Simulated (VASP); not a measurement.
Input of a VASP 6.6.1 run:

The input INCAR:

```
SYSTEM = Rh
ALGO = Normal
EDIFF = 1E-7
ENCUT = 520
GGA = PE
ISIF = 2
ISMEAR = 0
LASPH = .True.
LCHARG = .False.
LREAL = .False.
LWAVE = .False.
NBANDS = 14
NELM = 60
PREC = Accurate
SIGMA = 0.15
```

The input KPOINTS:

```
k-points
0
Gamma
  22 22 22
  0 0 0
```

File POSCAR:

```
Rh
1.0
    0.0000000000      1.9585965000      1.9585965000
    1.9585965000      0.0000000000      1.9585965000
    1.9585965000      1.9585965000      0.0000000000
Rh
1
Direct
    0.0000000000      0.0000000000      0.0000000000
```

Potentials or basis: VASP PAW PBE potentials, release 64 (Rh_pv).

Launch:

```console
$ cat potpaw_PBE.64/Rh_pv/POTCAR > POTCAR
$ mpirun -np 1 vasp_std > vasp.out
```

Problem. What does it give for the pressure?

Solution. -14.4 GPa.

Caveat: the cell differs from its parent crystal (strain +0.030 along x and y, +0.030 along z).
